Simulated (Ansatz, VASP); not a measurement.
**FeGe: VASP beside Ansatz**

File POSCAR:

```
FeGe
1.0
    3.0161735380      0.0000000000      0.0000000000
    0.0000000000      3.0161735380      0.0000000000
    0.0000000000      0.0000000000      3.0161735380
Fe Ge
1 1
Direct
    0.0000000000      0.0000000000      0.0000000000
    0.4633440200      0.4507515000      0.4535288900
```

File INCAR.step1:

```
SYSTEM = FeGe
PREC = Accurate
ENCUT = 520
ISMEAR = 0
SIGMA = 0.05
LREAL = .FALSE.
LASPH = .TRUE.
NELM = 150
ISPIN = 2
MAGMOM = 4 0
LMAXMIX = 4
NBANDS = 22
GGA = PE
ALGO = Normal
EDIFF = 1E-4
LWAVE = .TRUE.
LCHARG = .FALSE.
```

The input INCAR.step2:

```
SYSTEM = FeGe
PREC = Accurate
ENCUT = 520
EDIFF = 1E-7
ISMEAR = 0
SIGMA = 0.05
LREAL = .FALSE.
LASPH = .TRUE.
NELM = 150
ALGO = Normal
ISIF = 2
LWAVE = .FALSE.
LCHARG = .FALSE.
ISPIN = 2
MAGMOM = 4 0
LORBIT = 11
LMAXMIX = 4
METAGGA = R2SCAN
LMIXTAU = .TRUE.
NBANDS = 22
ISTART = 1
```

The input KPOINTS:

```
Automatic mesh
0
G
  3 3 3
  0 0 0
```

Input for Ansatz:

```yaml
crystal:
  lattice:
    - [3.016173538, 0.0, 0.0]
    - [0.0, 3.016173538, 0.0]
    - [0.0, 0.0, 3.016173538]
  atoms:
    - { symbol: Fe, position: [0.0, 0.0, 0.0], spin: 4.0 }
    - { symbol: Ge, position: [0.46334402, 0.4507515, 0.45352889], spin: 0.0 }
kpoints:
  mp_grid: { grid: [3, 3, 3], shift: [0, 0, 0] }
hamiltonian:
  xc: r2scan
  dispersion: none
  pseudopotentials: { kind: paw }
scf:
  occupations: { method: gaussian, width: "0.05 eV" }
magnetization:
  spin_polarized: true
```

Alike in both runs: task single point; functional r2SCAN; k mesh 3 × 3 × 3; collinear spin.

|  | VASP | Ansatz |
| --- | --- | --- |
| version | VASP 6.6.1 | Ansatz development build ahead of 0.2.0 |
| potentials or method | VASP PAW PBE potentials, release 64 (Fe, Ge_d) | PAW (an earlier, plane waves, scalar-relativistic |
| plane-wave cutoff (eV) | 520 | 1230 |
| occupations | gaussian, width 0.05 eV | gaussian |

Ansatz gave:

```
net moment per atom (μB)                                      : 0.96
size of the moment on the site where the two differ most (μB) : 1.96
```

Q: Estimate VASP's values.

A: net moment per atom (μB): 0.96; size of the moment on the site where the two differ most (μB): 1.97.

VASP's potentials were made for PBE, not for r2SCAN. Site moments also hang on the region over which each program counts them. Ansatz's warnings: stability check not made.

The k mesh is coarse, so the values compare programs but aren't converged.
